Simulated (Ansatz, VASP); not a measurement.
## One calculation of Ga4Sb3As, two programs

Contents of INCAR:

```
ALGO = Normal ; EDIFF = 1E-6
ENCUT = 520 ; GGA = PE
ISIF = 2 ; ISMEAR = -1
LASPH = T ; LCHARG = F
LREAL = F ; LWAVE = F
NBANDS = 46 ; NELM = 80
PREC = Accurate ; SIGMA = 0.02
```

Contents of KPOINTS:

```
k-points
0
Gamma
  6 6 6
```

The input POSCAR:

```
Ga4Sb3As
1.0
   -3.0093537611      3.0093537611      6.0095316399
    3.0093537611     -3.0093537611      6.0095316399
    3.0093537611      3.0093537611     -6.0095316399
As Ga Sb
1 4 3
Direct
    0.0000000000      0.0000000000      0.0000000000
    0.6421180610      0.6421180610      0.5254818845
    0.8833638235      0.3578819390      0.0000000000
    0.1166361765      0.1166361765      0.4745181155
    0.3578819390      0.8833638235      0.0000000000
    0.2500000000      0.7500000000      0.5000000000
    0.5000000000      0.5000000000      0.0000000000
    0.7500000000      0.2500000000      0.5000000000
```

Input for Ansatz:

```yaml
crystal:
  lattice:
    - [-3.0093537611, 3.0093537611, 6.0095316399]
    - [3.0093537611, -3.0093537611, 6.0095316399]
    - [3.0093537611, 3.0093537611, -6.0095316399]
  atoms:
    - { symbol: As, position: [0.0, 0.0, 0.0] }
    - { symbol: Ga, position: [0.642118061, 0.642118061, 0.5254818845] }
    - { symbol: Sb, position: [0.25, 0.75, 0.5] }
    - { symbol: Ga, position: [0.8833638235, 0.357881939, 0.0] }
    - { symbol: Sb, position: [0.5, 0.5, 0.0] }
    - { symbol: Ga, position: [0.1166361765, 0.1166361765, 0.4745181155] }
    - { symbol: Sb, position: [0.75, 0.25, 0.5] }
    - { symbol: Ga, position: [0.357881939, 0.8833638235, 0.0] }
kpoints:
  mp_grid: { grid: [6, 6, 6] }
  band_path:
    path:
      - [[0.0, 0.0, 0.0], [-1.426236148539e-17, 1.426236148539e-17, 0.5], [0.25, 0.25, 0.25], [3.949849390063e-17, 0.5, -3.949849390063e-17], [0.0, 0.0, 0.0], [0.5, 0.5, -0.5], [0.3126910067232, 0.6873089932768, -0.3126910067232]]
      - [[-0.3126910067232, 0.3126910067232, 0.3126910067232], [0.0, 0.0, 0.0]]
      - [[-1.426236148539e-17, 1.426236148539e-17, 0.5], [-0.1253820134464, 0.1253820134464, 0.5]]
      - [[0.5, 0.5, -0.1253820134464], [0.5, 0.5, -0.5]]
    npoints: 10
hamiltonian:
  xc: pbe
scf:
  occupations: { method: fermi_dirac, width: 0.02 }
  n_extra_bands: 6
output:
  forces: true
  stress: true
  eigenvalues: true
  write_density: true
  write_potential: true
  elf: true
  volumetric_format: npy
```

Alike in both runs: task single point; functional PBE; k mesh 6 × 6 × 6; occupations fermi-dirac, width 0.02 eV; no spin polarisation.

|  | VASP | Ansatz |
| --- | --- | --- |
| version | VASP 6.6.1 | Ansatz 0.2.0 |
| potentials or method | VASP PAW PBE potentials, release 64 (As, Ga_d, Sb) | plane waves, PAW |
| plane-wave cutoff (eV) | 520 | 420 |
| valence electrons in the cell | 72 | 112 |

|  | VASP | Ansatz | Ansatz less VASP |
| --- | --- | --- | --- |
| pressure (GPa) | 2.2 | 2.1 | -0.09 |
| rms of the force components (eV/Å) | 0.004 | 0.003 | -0.0007 |

With one functional, cell and mesh, what is left measures potentials, basis and numerics. VASP's potentials hold 72 valence electrons a cell and Ansatz's 112, so a difference there can come from the potentials and not from the codes.

Neither program's run includes spin-orbit coupling.
